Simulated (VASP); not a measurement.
Crystal: Pb.

```xyz
1
Lattice="0.0000 2.4914 2.4914 2.4914 0.0000 2.4914 2.4914 2.4914 0.0000" Properties=species:S:1:pos:R:3 pbc="T T T"
Pb    0.0000    0.0000    0.0000
```

Base run:

```yaml
Program: VASP 6.6.1
Functional: r2SCAN
Dispersion: D3(BJ)
Potentials_or_basis: VASP PAW PBE potentials, release 64 (Pb_d)
Cutoff: 520 eV
k_mesh: 9 × 9 × 9
Occupations: fermi-dirac, width 0.05 eV
Spin: no spin polarisation
```

Its results: band gap on the k mesh zero (band 7 reaches 14.57 eV, above the bottom of band 8 at 5.40 eV); pressure -0.9 GPa.

Problem. After a change of settings the same cell gave: band gap on the k mesh zero (band 7 reaches 14.44 eV, above the bottom of band 8 at 5.65 eV); pressure -1.4 GPa. Which change was it?
A. dispersion from D3(BJ) to none; further incar settings from ALGO = Normal; EDIFF = 1e-07; NBANDS = 13 to ALGO = Normal; EDIFF = 1e-06; NBANDS = 13
B. functional from r2SCAN to revPBE; further incar settings from ALGO = Normal; EDIFF = 1e-07; NBANDS = 13 to ALGO = Fast; EDIFF = 1e-06; NBANDS = 13
C. functional from r2SCAN to PBE; dispersion from D3(BJ) to none
D. functional from r2SCAN to PBEsol

Solution. B.

Caveats: the PAW data sets were made with another functional, which shifts forces and pressure a little; spin-orbit coupling is left out, which moves the levels of the heavy elements; pairwise dispersion overbinds metals, which lowers pressure and volume.
